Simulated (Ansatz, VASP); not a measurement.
**One calculation of LiF, two programs**

INCAR

```
SYSTEM = LiF
PREC = Accurate
ENCUT = 600
EDIFF = 1E-6
ISMEAR = 0
SIGMA = 0.02
LREAL = .False.
LASPH = .True.
NELM = 80
ALGO = Normal
ISIF = 3
LWAVE = .False.
LCHARG = .False.
IBRION = 2
NSW = 100
EDIFFG = -0.005
```

Contents of KPOINTS:

```
Automatic mesh
0
Gamma
  9 9 6
  0 0 0
```

POSCAR

```
LiF
1.0
    3.0609398175      0.0000000000      0.0000000000
   -1.5304699087      2.6508516414      0.0000000000
    0.0000000000      0.0000000000      4.8073245700
Li F
2 2
Direct
    0.3333333300      0.6666666700      0.3811542600
    0.6666666700      0.3333333300      0.8811542600
    0.3333333300      0.6666666700      0.9938437400
    0.6666666700      0.3333333300      0.4938437400
```

Input for Ansatz:

```yaml
crystal:
  lattice:
    - [3.0609398175, 0.0, 0.0]
    - [-1.5304699087, 2.6508516414, 0.0]
    - [0.0, 0.0, 4.80732457]
  atoms:
    - { symbol: Li, position: [0.33333333, 0.66666667, 0.38115426] }
    - { symbol: Li, position: [0.66666667, 0.33333333, 0.88115426] }
    - { symbol: F, position: [0.33333333, 0.66666667, 0.99384374] }
    - { symbol: F, position: [0.66666667, 0.33333333, 0.49384374] }
basis:
  ecutwfc: 520.0
kpoints:
  mp_grid: { grid: [9, 9, 6] }
hamiltonian:
  xc: lda
scf:
  occupations: { method: gaussian, width: 0.02 }
output:
  forces: true
  stress: true
  eigenvalues: true
relax:
  adjacent_minimum: "off"
  f_tol: 0.005
  max_steps: 80
  cell: { stress_tol: 0.05 }
```

Alike in both runs: task relaxation of cell and atoms; functional LDA; k mesh 9 × 9 × 6; occupations gaussian, width 0.02 eV; no spin polarisation.

|  | VASP | Ansatz |
| --- | --- | --- |
| version | VASP 6.6.1 | Ansatz 0.2.0 |
| potentials or method | VASP PAW LDA potentials, release 64 (Li_sv, F), cutoff 600 eV | scalar-relativistic, plane waves, PAW |
| valence electrons in the cell | 20 | 20 |

```csv
,VASP,Ansatz,Ansatz less VASP
"gap on the k mesh at the Fermi level, each at its own relaxed structure (eV)",7.85,7.83,-0.016
relaxed volume (Å³/atom),9.17,9.26,+0.094
relaxed cell length with the largest relative difference (Å),4.613,4.659,+0.0456
```

LDA's correlation is that of Perdew and Zunger in VASP and of Perdew and Wang (1992) in Ansatz.

Noted on VASP's run: the cutoff is short for stress, so the pressure is rough.
